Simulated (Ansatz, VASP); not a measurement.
# Ta2C in VASP and in Ansatz

```xyz
3
Lattice="3.1724 0.0000 0.0000 -1.5862 2.7474 0.0000 0.0000 0.0000 5.0411" Properties=species:S:1:pos:R:3 pbc="T T T"
Ta    0.0000    1.8316    1.2606
Ta    1.5862    0.9158    3.7805
C     0.0000    0.0000    0.0000
```

Change from the starting cell: equal strain along all axes, cell held, atoms relaxed: +2.0 %.

Alike in both runs: functional r2SCAN; k mesh 18 × 18 × 10; occupations gaussian, width 0.1 eV; no spin polarisation.

Ansatz relaxed the structure, and its values are those at the end. VASP's run is a single point on that final structure, the one shown.

|  | VASP | Ansatz |
| --- | --- | --- |
| version | VASP 6.6.1 | Ansatz 0.2.0 |
| potentials or method | VASP PAW PBE potentials, release 64 (Ta_pv, C), cutoff 520 eV | scalar-relativistic, plane waves, PAW |
| valence electrons in the cell | 26 | 30 |

```tsv
	VASP	Ansatz	Ansatz less VASP
gap on the k mesh at the Fermi level (eV)	none	none	-
pressure (GPa)	-13.5	-14.2	-0.68
rms of the force components (eV/Å)	0.018	0.001	-0.0170
```

VASP's potentials were made for PBE, not for r2SCAN. A gap of «none» marks a metal or a gap that the smearing closes. VASP's potentials hold 26 valence electrons a cell and Ansatz's 30, so a difference there can come from the potentials and not from the codes. Ansatz's warnings: stress scf threshold loose.

Spin-orbit coupling is off throughout.
